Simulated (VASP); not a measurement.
Wanted: the native input for a VASP 6.6.1 run.

```
Task                   : single point
Functional             : PBEsol
Potentials or basis    : VASP PAW PBE potentials, release 64 (Hf_pv)
Cutoff                 : 520 eV
k mesh                 : 18 × 18 × 18
Occupations            : gaussian, width 0.15 eV
Spin                   : no spin polarisation
Dipole correction      : no
Further INCAR settings : ALGO = Fast; EDIFF = 1e-06; NBANDS = 11
```

The structure of Hf lies in POSCAR:

```
Hf
1.0
    0.0000000000      2.2200000000      2.2533000000
    2.2200000000      0.0000000000      2.2533000000
    2.2200000000      2.2200000000      0.0000000000
Hf
1
Direct
    0.0000000000      0.0000000000      0.0000000000
```

This isn't the form of Hf at room conditions, which is hcp.

This cell differs from its parent crystal: strain +0.0150 x Voigt [0, 0, 1, 0, 0, 0].

One way to write it, as run:

INCAR

```
SYSTEM = Hf
  PREC = Accurate
  ENCUT = 520
  EDIFF = 1E-6
  ISMEAR = 0
  SIGMA = 0.15
  LREAL = .False.
  LASPH = .True.
  NELM = 100
  ALGO = Fast
  ISIF = 2
  LWAVE = .False.
  LCHARG = .False.
  GGA = PS
  NBANDS = 11
```

KPOINTS

```
Automatic mesh
0
Gamma
  18 18 18
  0 0 0
```

Potentials or basis: VASP PAW PBE potentials, release 64 (Hf_pv).

Command:

```console
$ cat potpaw_PBE.64/Hf_pv/POTCAR > POTCAR
$ mpirun -np 1 vasp_std > vasp.out
```

It gave:

```json
{
  "Pressure": "-3.4 GPa",
  "Band gap on the k mesh": "zero (bands 5 and 6 overlap by 1.97 eV)"
}
```

Caveat: the cell differs from its parent crystal (strain +0.0150 x Voigt [0, 0, 1, 0, 0, 0]); the cell stands under tension; the PAW data sets were made with another functional, which shifts forces and pressure a little; spin-orbit coupling is left out, which moves the levels of the heavy elements.

Wall time 2.1 min on 1 thread of AMD EPYC 7R13, with other jobs on the host, peak memory 0.2 GiB.
